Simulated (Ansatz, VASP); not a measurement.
# Zr2Ta3O2: VASP beside Ansatz

File INCAR:

```
  PREC = Accurate
  ENCUT = 600
  EDIFF = 1E-6
  ISMEAR = 0
  SIGMA = 0.1
  LREAL = False
  LASPH = True
  NELM = 120
  ALGO = Normal
  ISIF = 2
  LWAVE = False
  LCHARG = False
  GGA = PE
  NBANDS = 44
  GGA_COMPAT = False
```

KPOINTS

```
Automatic mesh
0
Gamma
  6 6 2
```

Contents of POSCAR:

```
Zr2Ta3O2
1.0
    3.0789728314      0.0000000000      0.0000000000
   -1.5394864157      2.6664686895      0.0000000000
    0.0000000000      0.0000000000     13.2063497390
Zr Ta O
2 3 2
Direct
    0.6666666667      0.3333333333      0.4030806264
    0.3333333333      0.6666666667      0.5969193736
    0.3333333333      0.6666666667      0.1828209122
    0.6666666667      0.3333333333      0.8171790878
    0.0000000000      0.0000000000      0.0000000000
    0.0000000000      0.0000000000      0.2887335321
    0.0000000000      0.0000000000      0.7112664679
```

Input for Ansatz:

```yaml
crystal:
  lattice:
    - [3.0789728314, 0.0, 0.0]
    - [-1.5394864157, 2.6664686895, 0.0]
    - [0.0, 0.0, 13.206349739]
  atoms:
    - { symbol: Zr, position: [0.6666666667, 0.3333333333, 0.4030806264] }
    - { symbol: Zr, position: [0.3333333333, 0.6666666667, 0.5969193736] }
    - { symbol: Ta, position: [0.3333333333, 0.6666666667, 0.1828209122] }
    - { symbol: Ta, position: [0.6666666667, 0.3333333333, 0.8171790878] }
    - { symbol: Ta, position: [0.0, 0.0, 0.0] }
    - { symbol: O, position: [0.0, 0.0, 0.2887335321] }
    - { symbol: O, position: [0.0, 0.0, 0.7112664679] }
basis:
  ecutwfc: 420
kpoints:
  mp_grid: { grid: [6, 6, 2] }
hamiltonian:
  xc: pbe
scf:
  occupations: { method: gaussian, width: 0.1 }
  lower_state_search: "off"
output:
  forces: true
  stress: true
  eigenvalues: true
```

Alike in both runs: task single point; functional PBE; k mesh 6 × 6 × 2; occupations gaussian, width 0.1 eV; no spin polarisation.

```csv
,VASP,Ansatz
version,VASP 6.6.1,Ansatz 0.2.0
potentials or method,"VASP PAW PBE potentials, release 64 (Zr_sv, Ta_pv, O), cutoff 600 eV","scalar-relativistic, plane waves, PAW"
valence electrons in the cell,69,75
```

VASP gave:

* gap on the k mesh at the Fermi level (eV): none
* pressure (GPa): -0.2
* traceless stress, the component that is largest in VASP (GPa): 0.16
* rms of the force components (eV/Å): 0.009

Task: Which values does Ansatz return?

Result: gap on the k mesh at the Fermi level (eV): none; pressure (GPa): -0.3; traceless stress, the component that is largest in VASP (GPa): 0.15; rms of the force components (eV/Å): 0.013.

Atom by atom the forces differ by 0.015 eV/Å (rms over components). A gap of «none» marks a metal or a gap that the smearing closes. With one functional, cell and mesh, what is left measures potentials, basis and numerics. VASP's potentials hold 69 valence electrons a cell and Ansatz's 75, so a difference there can come from the potentials and not from the codes.

The k mesh is coarse, so the values compare programs but aren't converged. Spin-orbit coupling is off throughout.
